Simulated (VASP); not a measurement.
# C in VASP: notebook

Runs on C. Level: LDA. Tasks: single point.

All numbers are computed with VASP 6.6.1; they aren't measurements. Logs are shortened: lines on timing, memory, paths and dates and some standing lists are left out, and cuts for length are marked.

**1. The cell of the first run**

The cell holds a slab with vacuum, 2 atoms: a = 2.456 Å, b = 2.456 Å, c = 8.524 Å, α = 90.00°, β = 90.00°, γ = 120.00°.

**2. Single point, LDA**

Input file INCAR:

```
PREC = Accurate
ENCUT = 600
EDIFF = 1E-6
ISMEAR = -1
SIGMA = 0.1
LREAL = F
LASPH = T
NELM = 120
ALGO = Normal
ISIF = 2
LWAVE = F
LCHARG = T
GGA = CA
LELF = T
LVHAR = T
NBANDS = 11
GGA_COMPAT = F
```

Input file KPOINTS:

```
Automatic mesh
0
Gamma
  14 14 3
```

Input file POSCAR:

```
C
1.0
    2.4561700000      0.0000000000      0.0000000000
   -1.2280900000      2.1271100000      0.0000000000
    0.0000000000      0.0000000000      8.5238000000
C
2
Direct
    0.3333333333      0.6666666667      0.0000000000
    0.6666666667      0.3333333333      0.0000000000
```

Potentials or basis: VASP PAW LDA potentials, release 64 (C).

Run with:

```bash
$ cat potpaw_LDA.64/C/POTCAR > POTCAR
$ mpirun -np 1 vasp_std > vasp.out
```

OUTCAR:

```text
PREC = Accurate
   ENCUT = 600
   EDIFF = 1E-6
   ISMEAR = -1
   LREAL = F
   LASPH = T
   NELM = 120
   ISIF = 2
   GGA = CA

 ion  position               nearest neighbor table
   1  0.333  0.667  0.000-   2 1.42   2 1.42   2 1.42
   2  0.667  0.333  0.000-   1 1.42   1 1.42   1 1.42

  LATTYP: Found a hexagonal cell.
 ALAT       =     2.4561700000
 C/A-ratio  =     3.4703623935

  Lattice vectors:

 A1 = (   2.4561700000,   0.0000000000,   0.0000000000)
 A2 = (  -1.2280900000,   2.1271100000,   0.0000000000)
 A3 = (   0.0000000000,   0.0000000000,   8.5238000000)

Analysis of symmetry for initial positions (statically):
=====================================================================
 Subroutine PRICEL returns:
 Original cell was already a primitive cell.

 Routine SETGRP: Setting up the symmetry group for a
 hexagonal supercell.

 Subroutine GETGRP returns: Found 24 space group operations
 (whereof 24 operations were pure point group operations)
 out of a pool of 24 trial point group operations.

The static configuration has the point symmetry D_6h.

Analysis of symmetry for dynamics (positions and initial velocities):
=====================================================================
 Subroutine PRICEL returns:
 Original cell was already a primitive cell.

 Routine SETGRP: Setting up the symmetry group for a
 hexagonal supercell.

 Subroutine GETGRP returns: Found 24 space group operations
 (whereof 24 operations were pure point group operations)
 out of a pool of 24 trial point group operations.

The dynamic configuration has the point symmetry D_6h.

 Subroutine INISYM returns: Found 24 space group operations
 (whereof 24 operations are pure point group operations),
 and found     1 'primitive' translations

----------------------------------------------------------------------------------------

                                     Primitive cell

  volume of cell :      44.5330

  direct lattice vectors                    reciprocal lattice vectors
     2.456170000  0.000000000  0.000000000     0.407137942  0.235061673  0.000000000
    -1.228090000  2.127110000  0.000000000     0.000000000  0.470121432  0.000000000
     0.000000000  0.000000000  8.523800000     0.000000000  0.000000000  0.117318567

  length of vectors
     2.456170000  2.456176297  8.523800000     0.470122638  0.470121432  0.117318567

  position of ions in fractional coordinates (direct lattice)
     0.333333333  0.666666667  0.000000000
     0.666666667  0.333333333  0.000000000

  ion indices of the primitive-cell ions
   primitive index   ion index
                 1           1
                 2           2

----------------------------------------------------------------------------------------

 KPOINTS: Automatic mesh

Automatic generation of k-mesh.
 Grid dimensions read from file:
 generate k-points for:   14   14    3

 Generating k-lattice:

  Cartesian coordinates                     Fractional coordinates (reciprocal lattice)
     0.029081282  0.016790120  0.000000000     0.071428571  0.000000000  0.000000000
     0.000000000  0.033580102  0.000000000     0.000000000  0.071428571  0.000000000
     0.000000000  0.000000000  0.039106189     0.000000000  0.000000000  0.333333333

  Length of vectors
     0.033580188  0.033580102  0.039106189

  Shift w.r.t. Gamma in fractional coordinates (k-lattice)
     0.000000000  0.000000000  0.000000000

 Subroutine IBZKPT returns following result:
 ===========================================

 Found     48 irreducible k-points:

 Following reciprocal coordinates:
            Coordinates               Weight
  0.000000  0.000000  0.000000      1.000000
  0.071429 -0.000000  0.000000      6.000000
  0.142857 -0.000000  0.000000      6.000000
  0.214286  0.000000  0.000000      6.000000
  0.285714  0.000000  0.000000      6.000000
  0.357143  0.000000  0.000000      6.000000
[... 16 lines left out ...]
  0.285714  0.285714  0.000000      6.000000
  0.357143  0.285714  0.000000      6.000000
 [... further k-points ...]
   k-points           NKPTS =     48   k-points in BZ     NKDIM =     48   number of bands    NBANDS=     11
   number of dos      NEDOS =    301   number of ions     NIONS =      2
   total plane-waves  NPLWV =  28000
   dimension x,y,z NGX =    20 NGY =   20 NGZ =   70
   dimension x,y,z NGXF=    40 NGYF=   40 NGZF=  140
   ions per type =               2
   NGX,Y,Z   is equivalent  to a cutoff of  13.54, 13.54, 13.65 a.u.
   NGXF,Y,Z  is equivalent  to a cutoff of  27.07, 27.07, 27.31 a.u.
 SYSTEM =  unknown system
   PREC   = accura    normal or accurate (medium, high low for compatibility)
   ISTART =      0    job   : 0-new  1-cont  2-samecut
   ICHARG =      2    charge: 1-file 2-atom 10-const
   ISPIN  =      1    spin polarized calculation?
   LNONCOLLINEAR =      F non collinear calculations
   LSORBIT =      F    spin-orbit coupling
   LASPH  =      T    aspherical Exc in radial PAW
   ENCUT  =  600.0 eV  44.10 Ry    6.64 a.u.   4.91  4.91 17.02*2*pi/ulx,y,z
   NELM   =    120;   NELMIN=  2; NELMDL= -5     # of ELM steps
   EDIFF  = 0.1E-05   stopping-criterion for ELM
   LREAL  =      F    real-space projection
   EDIFFG = 0.1E-04   stopping-criterion for IOM
   NSW    =      0    number of steps for IOM
   IBRION =     -1    ionic relax: 0-MD 1-quasi-New 2-CG
   NFREE  =      0    steps in history (QN), initial steepest desc. (CG)
   ISIF   =      2    stress and relaxation
   ISYM   =      2    0-nonsym 1-usesym 2-fastsym
   POTIM  = 0.5000    time-step for ionic-motion
   TEBEG  =    0.0;   TEEND  =   0.0 temperature during run
   PSTRESS=    0.0 pullay stress
   NELECT =       8.0000    total number of electrons
   NUPDOWN=      -1.0000    fix difference up-down
   EMIN   =  10.00;   EMAX   =-10.00  energy-range for DOS
   EFERMI =   0.00;   METHOD = LEGACY
   ISMEAR =    -1;   SIGMA  =   0.10  broadening in eV -4-tet -1-fermi 0-gaus
   EFERMI_NEDOS =   21; number of points for ismear=-14 and -15
   IALGO  =     38    algorithm
   IMIX   =      4    mixing-type and parameters
     AMIX     =   0.40;   BMIX     =  1.00
     AMIX_MAG =   1.60;   BMIX_MAG =  1.00
  volume/ion in A,a.u.               =      22.27       150.26
  Fermi-wavevector in a.u.,A,eV,Ry     =   0.923728  1.745594 11.609499  0.853274
  Thomas-Fermi vector in A             =   2.049397
   LORBIT       =      0    0 simple, 1 ext, 2 COOP (PROOUT), +10 PAW based schemes
   GGA     = CA    functional components
   LHFCALC =     F    Hartree Fock is set to
   AEXX    =    0.0000 exact exchange contribution
   IVDW    =     0    specifies the selected vdW correction
   LEPSILON=     F    determine dielectric tensor
   LRPA    =     F    only Hartree local field effects (RPA)
 non-spin polarized calculation
  energy-cutoff  :      600.00
  volume of cell :       44.53
 maximum number of plane-waves:      1520
 NGX is ok and might be reduce to    20
   NGX =  9   NGY =  9   NGZ = 35

 number of electron       7.9999998 magnetization

 Free energy of the ion-electron system (eV)
  ---------------------------------------------------
  ext. energy  EPLUGINS =         0.00000000
  ---------------------------------------------------
  free energy    TOTEN  =       -20.18131133 eV

  energy without entropy =      -20.18111657  energy(sigma->0) =      -20.18121395

 E-fermi :  -0.9065     XC(G=0):  -5.1131

 val. band max:       -1.5163533643   @ k =   0.3571   0.2857   0.0000
 cond. band min:      -0.2964647698   @ k =   0.3571   0.2857   0.3333
 fundamental gap:      1.2198885945
 Fermi energy:        -0.9064544985

 k-point     1 :       0.0000    0.0000    0.0000
  band No.  band energies     occupation
      1     -20.2884      2.00000
      2      -8.6144      2.00000
      3      -3.9288      2.00000
      4      -3.9288      2.00000
      5       2.2366      0.00000
      6       4.5838      0.00000
      7       6.1960      0.00000
      8       7.4399      0.00000
      9       7.4400      0.00000
     10      10.5714      0.00000
     11      12.1626      0.00000

 k-point     2 :       0.0714   -0.0000    0.0000
  band No.  band energies     occupation
      1     -20.1678      2.00000
      2      -8.4686      2.00000
      3      -4.4029      2.00000
      4      -4.1846      2.00000
      5       2.4011      0.00000
      6       4.7444      0.00000
      7       6.3512      0.00000
      8       7.5065      0.00000
      9       7.9586      0.00000
     10      10.1566      0.00000
     11      12.3583      0.00000

 k-point     3 :       0.1429   -0.0000    0.0000
  band No.  band energies     occupation
      1     -19.8068      2.00000
      2      -8.0343      2.00000
      3      -5.6500      2.00000
      4      -4.8186      2.00000
      5       2.8945      0.00000
      6       5.2238      0.00000
      7       6.8100      0.00000
      8       7.5644      0.00000
      9       9.0112      0.00000
     10       9.3700      0.00000
     11      12.9879      0.00000

 k-point     4 :       0.2143    0.0000    0.0000
  band No.  band energies     occupation
      1     -19.2084      2.00000
      2      -7.3363      2.00000
      3      -7.3206      2.00000
      4      -5.5852      2.00000
      5       3.7161      0.00000
      6       5.9998      0.00000
      7       7.2852      0.00000
      8       7.3702      0.00000
      9       7.7607      0.00000
     10      11.3902      0.00000
     11      13.9725      0.00000
[... 239 lines left out ...]
 k-point    22 :       0.3571    0.2143    0.0000
  band No.  band energies     occupation
      1     -14.7027      2.00000
      2     -13.0045      2.00000
      3      -9.9824      2.00000
      4      -2.5095      2.00000
      5       0.5642      0.00000
      6      10.1314      0.00000
      7      10.1599      0.00000
      8      10.4677      0.00000
      9      12.0669      0.00000
     10      13.3282      0.00000
     11      13.8082      0.00000

 k-point    23 :       0.2857    0.2857    0.0000
  band No.  band energies     occupation
      1     -14.7855      2.00000
      2     -12.2481      2.00000
      3     -10.8405      2.00000
      4      -2.4172      2.00000
      5       0.6085      0.00000
      6       9.7743      0.00000
      7       9.9837      0.00000
      8      12.1372      0.00000
      9      12.1651      0.00000
     10      13.3076      0.00000
     11      13.7014      0.00000

 k-point    24 :       0.3571    0.2857    0.0000
  band No.  band energies     occupation
      1     -13.7517      2.00000
      2     -13.1356      2.00000
      3     -11.2393      2.00000
      4      -1.5164      1.99552
      5      -0.2963      0.00447
      6       9.6155      0.00000
      7      11.6447      0.00000
      8      11.7830      0.00000
      9      12.1495      0.00000
     10      14.4693      0.00000
     11      14.5949      0.00000

 [... further k-points ...]

------------------------ aborting loop because EDIFF is reached ----------------------------------------

  FORCE on cell =-STRESS in cart. coord.  units (eV):
  Direction    XX          YY          ZZ          XY          YZ          ZX
  --------------------------------------------------------------------------------------
  -------------------------------------------------------------------------------------
  Total       -0.5794349     -0.5794373     -0.0426480      0.0000014      0.0000000      0.0000000
  in kB      -20.8465229    -20.8466089     -1.5343612      0.0000490      0.0000000      0.0000000
  external PRESSURE =     -14.4091643 kB  Pullay stress =       0.0000000 kB

 VOLUME and BASIS-vectors are now :
 -----------------------------------------------------------------------------
  energy-cutoff  :      600.00
  volume of cell :       44.53
      direct lattice vectors                 reciprocal lattice vectors
     2.456170000  0.000000000  0.000000000     0.407137942  0.235061673  0.000000000
    -1.228090000  2.127110000  0.000000000     0.000000000  0.470121432  0.000000000
     0.000000000  0.000000000  8.523800000     0.000000000  0.000000000  0.117318567

 POSITION                                       TOTAL-FORCE (eV/Angst)
 -----------------------------------------------------------------------------------
     -0.00000      1.41807      0.00000         0.000000     -0.000000      0.000000
      1.22808      0.70904      0.00000        -0.000000      0.000000     -0.000000
 -----------------------------------------------------------------------------------
    total drift:                                0.000000     -0.000000     -0.000000

  FREE ENERGIE OF THE ION-ELECTRON SYSTEM (eV)
  ---------------------------------------------------
  free  energy   TOTEN  =       -20.1813113252 eV

  energy  without entropy=      -20.1811165714  energy(sigma->0) =      -20.18121395
```

It took 42 s on 1 thread of Intel Xeon 8259CL, shared host; peak memory 0.15 GiB.

What came out:

```
Free energy : -20.1813 eV
```

**3. Single point, LDA**

Input file INCAR:

```
SYSTEM = C
ALGO = Normal
EDIFF = 1E-6
ENCUT = 600
GGA = CA
GGA_COMPAT = .FALSE.
ISIF = 2
ISMEAR = -1
LASPH = .TRUE.
LCHARG = .TRUE.
LELF = .TRUE.
LREAL = .FALSE.
LVHAR = .TRUE.
LWAVE = .FALSE.
NBANDS = 11
NELM = 120
PREC = Accurate
SIGMA = 0.1
```

Input file KPOINTS:

```
k-points
0
G
  14 14 3
  0 0 0
```

Changes to POSCAR since step 2:

```diff
@@ -9,2 +9,2 @@
     0.3333333333      0.6666666667      0.0000000000
-    0.6666666667      0.3333333333      0.0000000000
+    0.6666666667      0.3333333333     -0.0058659283
```

Potentials or basis: VASP PAW LDA potentials, release 64 (C).

Run with:

```bash
$ cat potpaw_LDA.64/C/POTCAR > POTCAR
$ mpirun -np 1 vasp_std > vasp.out
```

OUTCAR:

```text
SYSTEM = C
   EDIFF = 1E-6
   ENCUT = 600
   GGA = CA
   ISIF = 2
   ISMEAR = -1
   LASPH = .TRUE.
   LREAL = .FALSE.
   NELM = 120
   PREC = Accurate

 ion  position               nearest neighbor table
   1  0.333  0.667  0.000-   2 1.42   2 1.42   2 1.42
   2  0.667  0.333  0.994-   1 1.42   1 1.42   1 1.42

  LATTYP: Found a hexagonal cell.
 ALAT       =     2.4561700000
 C/A-ratio  =     3.4703623935

  Lattice vectors:

 A1 = (   2.4561700000,   0.0000000000,   0.0000000000)
[... 523 lines left out ...]
------------------------ aborting loop because EDIFF is reached ----------------------------------------

  FORCE on cell =-STRESS in cart. coord.  units (eV):
  Direction    XX          YY          ZZ          XY          YZ          ZX
  --------------------------------------------------------------------------------------
  -------------------------------------------------------------------------------------
  Total       -0.5835571     -0.5835595     -0.0871297      0.0000014     -0.0000000     -0.0000000
  in kB      -20.9948266    -20.9949132     -3.1346951      0.0000494     -0.0000000     -0.0000000
  external PRESSURE =     -15.0414783 kB  Pullay stress =       0.0000000 kB

 VOLUME and BASIS-vectors are now :
 -----------------------------------------------------------------------------
  energy-cutoff  :      600.00
  volume of cell :       44.53
      direct lattice vectors                 reciprocal lattice vectors
     2.456170000  0.000000000  0.000000000     0.407137942  0.235061673  0.000000000
    -1.228090000  2.127110000  0.000000000     0.000000000  0.470121432  0.000000000
     0.000000000  0.000000000  8.523800000     0.000000000  0.000000000  0.117318567

 POSITION                                       TOTAL-FORCE (eV/Angst)
 -----------------------------------------------------------------------------------
     -0.00000      1.41807      0.00000        -0.000000      0.000000     -0.887914
      1.22808      0.70904      8.47380         0.000000      0.000000      0.887914
 -----------------------------------------------------------------------------------
    total drift:                                0.000000      0.000000     -0.000001

  FREE ENERGIE OF THE ION-ELECTRON SYSTEM (eV)
  ---------------------------------------------------
  free  energy   TOTEN  =       -20.1591294687 eV

  energy  without entropy=      -20.1589304221  energy(sigma->0) =      -20.15902995
```

stdout:

```text
POSCAR found type information on POSCAR C
 POSCAR found :  1 types and       2 ions
 scaLAPACK will be used
 LDA part: xc-table for (Slater(with rela. corr.)+CA(PZ))
 , standard interpolation
 POSCAR, INCAR and KPOINTS ok, starting setup
 FFT: planning ... GRIDC
 FFT: planning ... GRID_SOFT
 FFT: planning ... GRID
 WAVECAR not read
 entering main loop
```

Wall time 50 s (1 thread of Intel Xeon 8259CL, shared host); peak memory 0.16 GiB.

What came out:

* Free energy: -20.1591 eV
* Largest force: 0.888 eV/Å

Forces on the atoms (eV/Å):
```
C    0.000  0.000 -0.888
C    0.000  0.000  0.888
```

**4. Single point, LDA**

Input file INCAR:

```
ALGO = Normal ; EDIFF = 1E-6
ENCUT = 600 ; GGA_COMPAT = False
ISIF = 2 ; ISMEAR = -1
LASPH = True ; LCHARG = False
LREAL = False ; LWAVE = False
NBANDS = 11 ; NELM = 120
PREC = Accurate ; SIGMA = 0.1
```

Input file KPOINTS:

```
k-points
0
Gamma
  14 14 3
```

Changes to POSCAR since step 3:

```diff
@@ -9,2 +9,2 @@
     0.3333333333      0.6666666667      0.0000000000
-    0.6666666667      0.3333333333     -0.0058659283
+    0.6666666667      0.3333333333     -0.0029329642
```

Run with:

```bash
$ cat potpaw_LDA.64/C/POTCAR > POTCAR
$ mpirun -np 1 vasp_std > vasp.out
```

Run time: 46 s. Hardware: 1 thread of Intel Xeon 8259CL, shared host; peak memory 0.16 GiB.

Results (log left out):

| Quantity | Value |
| --- | --- |
| Free energy | -20.1758 eV |
| Largest force | 0.444 eV/Å |

Forces in eV/Å, atoms in the order of the input:
```
C    0.000  0.000 -0.444
C    0.000  0.000  0.444
```

(Part 1 of 2 ends here.)
